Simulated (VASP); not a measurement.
Set up this calculation in VASP 6.6.1, as the native input.

```yaml
Task: single point
Functional: PBE
Potentials_or_basis: VASP PAW PBE potentials, release 64 (Nb_sv)
Cutoff: 520 eV
k_mesh: 13 × 13 × 13
Occupations: gaussian, width 0.3 eV
Spin: no spin polarisation
Dipole_correction: no
Further_INCAR_settings: ALGO = Normal; EDIFF = 1e-06; NBANDS = 12
```

The structure of Nb lies in POSCAR:

```
Nb
1.0
   -1.6547957147      1.6547957147      1.6547957147
    1.6547957147     -1.6547957147      1.6547957147
    1.6547957147      1.6547957147     -1.6547957147
Nb
1
Direct
    0.0000000000      0.0000000000      0.0000000000
```

The input as run:

INCAR

```
SYSTEM = Nb
  PREC = Accurate
  ENCUT = 520
  EDIFF = 1E-6
  ISMEAR = 0
  SIGMA = 0.3
  LREAL = .FALSE.
  LASPH = .TRUE.
  NELM = 100
  ALGO = Normal
  ISIF = 2
  LWAVE = .FALSE.
  LCHARG = .FALSE.
  GGA = PE
  NBANDS = 12
```

KPOINTS

```
regular mesh
0
G
  13 13 13
  0 0 0
```

Potentials or basis: VASP PAW PBE potentials, release 64 (Nb_sv).

Command:

```sh
$ cat potpaw_PBE.64/Nb_sv/POTCAR > POTCAR
$ mpirun -np 1 vasp_std > vasp.out
```

Results of the run:

| Property | Result |
| --- | --- |
| Pressure | -0.2 GPa |

Wall time 5.8 s on 1 thread of Intel(R) Xeon(R) 6975P-C (Granite Rapids), on a shared host, peak memory 0.14 GiB.
